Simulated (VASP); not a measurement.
# C: single point with PBEsol

The system is C.

```
C
1.0
     0.00000    1.16382    1.16382
     1.16382    0.00000    1.16382
     1.16382    1.16382    0.00000
C
1
Direct
  0.00000 0.00000 0.00000
```

This cell differs from its parent crystal: volume scaled by 0.45.

```
Program                : VASP 6.6.1
Task                   : single point
Functional             : PBEsol
Potentials or basis    : VASP PAW PBE potentials, release 64 (C)
Cutoff                 : 520 eV
k mesh                 : 24 × 24 × 24
Occupations            : fermi-dirac, width 0.08 eV
Spin                   : no spin polarisation
Dipole correction      : no
Further INCAR settings : ALGO = Normal; EDIFF = 1e-06; NBANDS = 8
```

- Pressure: 567.2 GPa
- Band gap on the k mesh: zero (band 2 reaches 40.93 eV, above the bottom of band 3 at 18.12 eV)

Levels at points of the mesh, in eV from the Fermi level:
| k point | band 1 | band 2 | band 3 | band 4 | band 5 |
| --- | --- | --- | --- | --- | --- |
| (0.00, 0.00, 0.00) | -34.96 | 16.62 | 16.62 | 16.62 | 43.46 |
| (0.50, 0.00, 0.00) | -21.49 | -14.51 | 12.33 | 12.33 | 38.56 |
| (0.50, 0.50, 0.00) | -17.35 | -6.37 | 2.28 | 2.28 | 18.54 |

It took 5 s on 1 thread of Intel(R) Xeon(R) Platinum 8259CL CPU @ 2.50GHz (Skylake/Cascade Lake), with other jobs on the host, peak memory 0.1 GiB.

Caveat: the PAW data sets were made with another functional, which shifts forces and pressure a little.
